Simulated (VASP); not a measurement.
# Co (P6_3/mmc) in VASP: notebook

Co is run at these levels: LDA; tasks: single point.

Program: VASP 6.6.1. These are calculated values, not measurements. Logs are shortened: lines on timing, memory, paths and dates and some standing lists are left out, and cuts for length are marked.

**1. The cell of the first run**

It takes space group P6_3/mmc (No. 194, hexagonal). Conventional cell: a = 2.427 Å, b = 2.427 Å, c = 3.923 Å, α = 90.00°, β = 90.00°, γ = 120.00°. Co (site symmetry -6m2) has 12 Co at 2.41 to 2.43 Å within 3.2 Å.

**2. Single point, LDA, collinear spin, ferromagnetic start**

Contents of INCAR:

```
SYSTEM = Co
ALGO = Normal
EDIFF = 1E-6
ENCUT = 520
ISIF = 2
ISMEAR = 1
ISPIN = 2
LASPH = .TRUE.
LCHARG = .FALSE.
LMAXMIX = 4
LORBIT = 11
LREAL = .FALSE.
LWAVE = .FALSE.
MAGMOM = 1.558 1.558
NBANDS = 20
NELM = 150
PREC = Accurate
SIGMA = 0.2
```

Contents of KPOINTS:

```
k-points
0
G
  15 15 8
  0 0 0
```

Contents of POSCAR:

```
Co
1.0
    2.4273810165      0.0000000000      0.0000000000
   -1.2136905082      2.1021736250      0.0000000000
    0.0000000000      0.0000000000      3.9230481332
Co
2
Direct
    0.3333333333      0.6666666667      0.2500000000
    0.6666666667      0.3333333333      0.7500000000
```

Potentials or basis: VASP PAW LDA potentials, release 64 (Co).

Started as:

```sh
$ cat potpaw_LDA.64/Co/POTCAR > POTCAR
$ mpirun -np 1 vasp_std > vasp.out
```

OUTCAR:

```text
SYSTEM = Co
   EDIFF = 1E-6
   ENCUT = 520
   ISIF = 2
   ISMEAR = 1
   ISPIN = 2
   LASPH = .TRUE.
   LORBIT = 11
   LREAL = .FALSE.
   NELM = 150
   PREC = Accurate

 ion  position               nearest neighbor table
   1  0.333  0.667  0.250-   2 2.41   2 2.41   2 2.41   2 2.41   2 2.41   2 2.41
   2  0.667  0.333  0.750-   1 2.41   1 2.41   1 2.41   1 2.41   1 2.41   1 2.41

  LATTYP: Found a hexagonal cell.
 ALAT       =     2.4273810165
 C/A-ratio  =     1.6161649558

  Lattice vectors:

 A1 = (   2.4273810165,   0.0000000000,   0.0000000000)
 A2 = (  -1.2136905082,   2.1021736250,   0.0000000000)
 A3 = (   0.0000000000,   0.0000000000,   3.9230481332)

Analysis of symmetry for initial positions (statically):
=====================================================================
 Subroutine PRICEL returns:
 Original cell was already a primitive cell.

 Routine SETGRP: Setting up the symmetry group for a
 hexagonal supercell.

 Subroutine GETGRP returns: Found 24 space group operations
 (whereof 12 operations were pure point group operations)
 out of a pool of 24 trial point group operations.

The static configuration has the point symmetry D_3d.
 The point group associated with its full space group is D_6h.

Analysis of symmetry for dynamics (positions and initial velocities):
=====================================================================
 Subroutine PRICEL returns:
 Original cell was already a primitive cell.

 Routine SETGRP: Setting up the symmetry group for a
 hexagonal supercell.

 Subroutine GETGRP returns: Found 24 space group operations
 (whereof 12 operations were pure point group operations)
 out of a pool of 24 trial point group operations.

The dynamic configuration has the point symmetry D_3d.
 The point group associated with its full space group is D_6h.

Analysis of structural, dynamic, and magnetic symmetry:
=====================================================================
 Subroutine PRICEL returns:
 Original cell was already a primitive cell.

 Routine SETGRP: Setting up the symmetry group for a
 hexagonal supercell.

 Subroutine GETGRP returns: Found 24 space group operations
 (whereof 12 operations were pure point group operations)
 out of a pool of 24 trial point group operations.

The overall configuration has the point symmetry D_3d.
 The point group associated with its full space group is D_6h.

 Subroutine INISYM returns: Found 24 space group operations
 (whereof 12 operations are pure point group operations),
 and found     1 'primitive' translations

[... 110 lines left out ...]
   EFERMI_NEDOS =   21; number of points for ismear=-14 and -15
   IALGO  =     38    algorithm
   IMIX   =      4    mixing-type and parameters
     AMIX     =   0.40;   BMIX     =  1.00
     AMIX_MAG =   1.60;   BMIX_MAG =  1.00
  volume/ion in A,a.u.               =      10.01        67.55
  Fermi-wavevector in a.u.,A,eV,Ry     =   1.580116  2.985986 33.970567  2.496766
  Thomas-Fermi vector in A             =   2.680392
   LORBIT       =     11    0 simple, 1 ext, 2 COOP (PROOUT), +10 PAW based schemes
   GGA     = CA    functional components
   LHFCALC =     F    Hartree Fock is set to
   AEXX    =    0.0000 exact exchange contribution
   IVDW    =     0    specifies the selected vdW correction
   LEPSILON=     F    determine dielectric tensor
   LRPA    =     F    only Hartree local field effects (RPA)
 spin polarized calculation
 Methfessel and Paxton  Order N= 1 SIGMA  =   0.20
  energy-cutoff  :      520.00
  volume of cell :       20.02
 maximum number of plane-waves:       557
 NGX is ok and might be reduce to    18
   NGX =  9   NGY =  9   NGZ = 15

 number of electron      17.9999991 magnetization       3.0219355

 Free energy of the ion-electron system (eV)
  ---------------------------------------------------
  ext. energy  EPLUGINS =         0.00000000
  ---------------------------------------------------
  free energy    TOTEN  =       -16.24723150 eV

  energy without entropy =      -16.25499169  energy(sigma->0) =      -16.24981823

 E-fermi :  11.0867     XC(G=0): -14.2168

 val. band max:       11.0851481554   @ k =   0.2000   0.1333   0.2500
 cond. band min:      11.0867189901   @ k =   0.2667   0.1333   0.0000
 fundamental gap:      0.0015708348
 Fermi energy:        11.0866716008

 spin component 1

 k-point     1 :       0.0000    0.0000    0.0000
  band No.  band energies     occupation
      1       1.7210      1.00000
      2       5.6507      1.00000
      3       8.5166      1.00000
      4       8.5436      1.00000
      5       8.5436      1.00000
      6       8.9082      1.00000
[... 541 lines left out ...]
     19      31.7032      0.00000
     20      41.4278      0.00000

 [... further k-points ...]

 spin component 2

 k-point     1 :       0.0000    0.0000    0.0000
  band No.  band energies     occupation
      1       1.9120      1.00000
      2       6.5288      1.00000
      3       9.9113      1.00000
      4       9.9263      1.00000
      5       9.9263      1.00000
      6      10.3364      1.00000
[... 541 lines left out ...]
     19      32.1232      0.00000
     20      41.8704      0.00000

 [... further k-points ...]
[... 5 lines left out ...]
  --------------------------------------------------------------------------------------
  -------------------------------------------------------------------------------------
  Total       -0.0644078     -0.0644078     -0.1964873     -0.0000000      0.0000000      0.0000000
  in kB       -5.1548807     -5.1548807    -15.7258767     -0.0000000      0.0000000      0.0000000
  external PRESSURE =      -8.6785460 kB  Pullay stress =       0.0000000 kB

 VOLUME and BASIS-vectors are now :
 -----------------------------------------------------------------------------
  energy-cutoff  :      520.00
  volume of cell :       20.02
      direct lattice vectors                 reciprocal lattice vectors
     2.427381017  0.000000000  0.000000000     0.411966639  0.237849050  0.000000000
    -1.213690508  2.102173625  0.000000000     0.000000000  0.475698100  0.000000000
     0.000000000  0.000000000  3.923048133     0.000000000  0.000000000  0.254903831

 POSITION                                       TOTAL-FORCE (eV/Angst)
 -----------------------------------------------------------------------------------
     -0.00000      1.40145      0.98076        -0.000000     -0.000000      0.000000
      1.21369      0.70072      2.94229         0.000000      0.000000      0.000000
 -----------------------------------------------------------------------------------
    total drift:                                0.000000      0.000000     -0.000000

  FREE ENERGIE OF THE ION-ELECTRON SYSTEM (eV)
  ---------------------------------------------------
  free  energy   TOTEN  =       -16.2472315018 eV

  energy  without entropy=      -16.2549916886  energy(sigma->0) =      -16.24981823

 total charge

# of ion       s       p       d       tot
------------------------------------------
    1        0.523   0.589   7.338   8.451
    2        0.523   0.589   7.338   8.451
--------------------------------------------------
tot          1.046   1.178  14.677  16.902

 magnetization (x)

# of ion       s       p       d       tot
------------------------------------------
    1       -0.013  -0.038   1.555   1.504
    2       -0.013  -0.038   1.555   1.504
--------------------------------------------------
tot         -0.027  -0.077   3.111   3.007
```

OSZICAR:

```text
N       E                     dE             d eps       ncg     rms          rms(c)
DAV:   1     0.819024393761E+02    0.81902E+02   -0.78862E+03 11600   0.123E+03
DAV:   2    -0.139558338647E+02   -0.95858E+02   -0.86173E+02 10948   0.219E+02
DAV:   3    -0.185817735945E+02   -0.46259E+01   -0.44219E+01 12196   0.576E+01
DAV:   4    -0.186530454044E+02   -0.71272E-01   -0.71211E-01 13216   0.630E+00
DAV:   5    -0.186550816778E+02   -0.20363E-02   -0.20361E-02 12748   0.101E+00    0.164E+01
DAV:   6    -0.166436196896E+02    0.20115E+01   -0.70656E+00 12332   0.579E+01    0.743E+00
DAV:   7    -0.162800466845E+02    0.36357E+00   -0.11231E+00 12836   0.206E+01    0.388E+00
DAV:   8    -0.162614800352E+02    0.18567E-01   -0.13453E-02 15036   0.110E+00    0.216E+00
DAV:   9    -0.162459864434E+02    0.15494E-01   -0.25844E-03 16256   0.724E-01    0.756E-01
DAV:  10    -0.162465299652E+02   -0.54352E-03   -0.21326E-04 14120   0.166E-01    0.583E-01
DAV:  11    -0.162472266095E+02   -0.69664E-03   -0.24455E-04 14840   0.298E-01    0.910E-02
DAV:  12    -0.162472316807E+02   -0.50712E-05   -0.29689E-05 14316   0.531E-02    0.203E-02
DAV:  13    -0.162472295172E+02    0.21635E-05   -0.14424E-06  8504   0.175E-02    0.178E-02
DAV:  14    -0.162472314178E+02   -0.19006E-05   -0.62802E-07  7120   0.119E-02    0.688E-03
DAV:  15    -0.162472315018E+02   -0.83933E-07   -0.95457E-08  5608   0.478E-03
   1 F= -.16247232E+02 E0= -.16249818E+02  d E =0.776019E-02  mag=     3.0218
```

stdout:

```text
POSCAR found type information on POSCAR Co
 POSCAR found :  1 types and       2 ions
 scaLAPACK will be used
 LDA part: xc-table for (Slater(with rela. corr.)+CA(PZ))
 , standard interpolation
 POSCAR, INCAR and KPOINTS ok, starting setup
 FFT: planning ... GRIDC
 FFT: planning ... GRID_SOFT
 FFT: planning ... GRID
 WAVECAR not read
 entering main loop
```

It took 62 s on 1 thread of Intel Xeon Platinum 8488C (Sapphire Rapids), shared host; peak memory 0.18 GiB.

Results:

- Free energy: -16.2472 eV
- Pressure: -0.9 GPa
- Net moment: 3.02 μB per cell
- Site moments: Co +1.50 μB
- Valence electrons inside the program's atomic spheres: Co 8.45

Levels at points of the mesh, in eV from the Fermi level:
Spin up:
```
           k point  band 8  band 9  band 10  band 11  band 12  band 13
(0.00, 0.00, 0.00)   -1.77   -1.77    -0.50    -0.50    -0.08     7.22
(0.00, 0.00, 0.50)   -2.62   -0.86    -0.86    -0.86    -0.86    16.03
```
Spin down:
```tsv
k point	band 3	band 4	band 5	band 6	band 7	band 8	band 9	band 10	band 11	band 12
(0.00, 0.00, 0.00)	-1.18	-1.16	-1.16	-0.75	-0.75	-0.29	-0.29	0.10	1.08	1.08
(0.00, 0.00, 0.50)	-1.74	-1.74	-1.23	-1.23	-1.23	-1.23	0.70	0.70	0.70	0.70
```

**3. Single point, LDA, collinear spin, ferromagnetic start**

Contents of INCAR:

```
PREC = Accurate
ENCUT = 520
EDIFF = 1E-6
ISMEAR = 1
SIGMA = 0.3
LREAL = False
LASPH = True
NELM = 150
ALGO = Normal
ISIF = 2
LWAVE = False
LCHARG = True
ISPIN = 2
MAGMOM = 1.558 1.558
LORBIT = 11
LMAXMIX = 4
GGA = CA
LELF = True
LVHAR = True
NBANDS = 20
```

Contents of KPOINTS:

```
Automatic mesh
0
Gamma
  15 15 8
```

POSCAR is that of step 2.

Potentials or basis: VASP PAW LDA potentials, release 64 (Co).

Started as:

```sh
$ cat potpaw_LDA.64/Co/POTCAR > POTCAR
$ mpirun -np 1 vasp_std > vasp.out
```

Run time: 61 s. Hardware: 1 thread of Intel Xeon Platinum 8488C (Sapphire Rapids), shared host; peak memory 0.18 GiB.

Results (log left out):

- Free energy: -16.2421 eV
- Pressure: -0.9 GPa
- Net moment: 3.03 μB per cell
- Site moments: Co +1.51 μB
- Valence electrons inside the program's atomic spheres: Co 8.45

Stress tensor (GPa, compression positive):
```
-0.61  0.00  0.00
 0.00 -0.61  0.00
 0.00  0.00 -1.45
```

Levels at points of the mesh, in eV from the Fermi level:
Spin up:
| k point | band 8 | band 9 | band 10 | band 11 | band 12 | band 13 |
| --- | --- | --- | --- | --- | --- | --- |
| (0.00, 0.00, 0.00) | -1.77 | -1.77 | -0.50 | -0.50 | -0.08 | 7.23 |
| (0.00, 0.00, 0.50) | -2.61 | -0.85 | -0.85 | -0.85 | -0.85 | 16.04 |
Spin down:
```tsv
k point	band 4	band 5	band 6	band 7	band 8	band 9	band 10	band 11
(0.00, 0.00, 0.00)	-1.15	-1.15	-0.74	-0.74	-0.28	-0.28	0.10	1.09
(0.00, 0.00, 0.50)	-1.73	-1.22	-1.22	-1.22	-1.22	0.72	0.72	0.72
```

Caveat: so wide a smearing shifts energies and pressures.

**4. Single point, LDA, collinear spin, ferromagnetic start**

Contents of INCAR:

```
SYSTEM = Co
  ALGO = Normal
  EDIFF = 1E-6
  ENCUT = 520
  ISIF = 2
  ISMEAR = 1
  ISPIN = 2
  LASPH = .TRUE.
  LCHARG = .FALSE.
  LMAXMIX = 4
  LORBIT = 11
  LREAL = .FALSE.
  LWAVE = .FALSE.
  MAGMOM = 1.558 1.558
  NBANDS = 20
  NELM = 150
  PREC = Accurate
  SIGMA = 0.6
```

Contents of KPOINTS:

```
k-points
0
G
  15 15 8
  0 0 0
```

POSCAR is that of step 3.

Started as:

```sh
$ cat potpaw_LDA.64/Co/POTCAR > POTCAR
$ mpirun -np 1 vasp_std > vasp.out
```

Wall time 56 s (1 thread of Intel Xeon Platinum 8488C (Sapphire Rapids), shared host); peak memory 0.18 GiB.

It converged, with:

```
Free energy                                           : -16.2216 eV
Pressure                                              : -3.2 GPa
Net moment                                            : 2.77 μB per cell
Site moments                                          : Co +1.38 μB
Valence electrons inside the program's atomic spheres : Co 8.45
```

Stress tensor (GPa, compression positive):
```
-2.85  0.00  0.00
 0.00 -2.85  0.00
 0.00  0.00 -3.84
```

Levels at points of the mesh, in eV from the Fermi level:
Spin up:
```tsv
k point	band 8	band 9	band 10	band 11	band 12	band 13
(0.00, 0.00, 0.00)	-1.74	-1.74	-0.47	-0.47	-0.08	7.24
(0.00, 0.00, 0.50)	-2.59	-0.83	-0.83	-0.83	-0.83	16.04
```
Spin down:
| k point | band 4 | band 5 | band 6 | band 7 | band 8 | band 9 | band 10 | band 11 | band 12 | band 13 |
| --- | --- | --- | --- | --- | --- | --- | --- | --- | --- | --- |
| (0.00, 0.00, 0.00) | -1.25 | -1.25 | -0.84 | -0.84 | -0.38 | -0.38 | 0.08 | 0.99 | 0.99 | 8.11 |
| (0.00, 0.00, 0.50) | -1.82 | -1.32 | -1.32 | -1.32 | -1.32 | 0.61 | 0.61 | 0.61 | 0.61 | 16.52 |

Caveat: the cell stands under tension; so wide a smearing shifts energies and pressures.

**5. Overview**

```tsv
smearing	gap on the mesh (eV)	pressure (GPa)	moment (μB)
methfessel-paxton 0.2 eV	none	-0.9	3.02
methfessel-paxton 0.3 eV	none	-0.9	3.03
methfessel-paxton 0.6 eV	none	-3.2	2.77
```

Alike in all rows: task single point; level LDA; potentials or basis VASP PAW LDA potentials, release 64 (Co); spin collinear, ferromagnetic start; cell as given; k mesh 15 × 15 × 8; cutoff (eV) 520.

Caveats: so wide a smearing shifts energies and pressures (at least some runs); the cell stands under tension (at least some runs).

Total energies depend on the potentials used, so only differences within one code and one set of settings carry meaning.
